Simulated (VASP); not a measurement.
Input of a VASP 6.6.1 run:

File INCAR:

```
PREC = Accurate
ENCUT = 500
EDIFF = 1E-6
ISMEAR = 0
SIGMA = 0.01
LREAL = F
LASPH = T
NELM = 120
ALGO = Normal
ISIF = 2
LWAVE = F
LCHARG = T
GGA = PS
LELF = T
LVHAR = T
NBANDS = 16
GGA_COMPAT = F
```

Contents of KPOINTS:

```
regular mesh
0
Gamma
  3 3 3
```

POSCAR

```
GaSb
1.0
    4.2364760000      0.0000000000      0.0000000000
   -0.2844838720      4.2269135105      0.0000000000
   -0.8583656977     -3.1583953935      2.6898839688
Ga Sb
1 1
Direct
    0.0000000000      0.0000000000      0.0000000000
    0.5000000000      0.5000000000      0.0000000000
```

Potentials or basis: VASP PAW PBE potentials, release 64 (Ga_d, Sb).

Command:

```bash
$ cat potpaw_PBE.64/Ga_d/POTCAR potpaw_PBE.64/Sb/POTCAR > POTCAR
$ mpirun -np 1 vasp_std > vasp.out
```

Problem. Predict the pressure.

Solution. -4.4 GPa.

Problem. Estimate the band gap on the k mesh.

Solution. Zero (band 9 reaches 7.08 eV, above the bottom of band 10 at 3.51 eV).

Stress tensor (GPa, compression positive):
```
-5.09  2.04 -2.45
 2.04 -4.82  2.29
-2.45  2.29 -3.18
```

Caveat: the k points lie up to 0.78 Å⁻¹ apart; the PAW data sets were made with another functional, which shifts forces and pressure a little; spin-orbit coupling is left out, which moves the levels of the heavy elements.
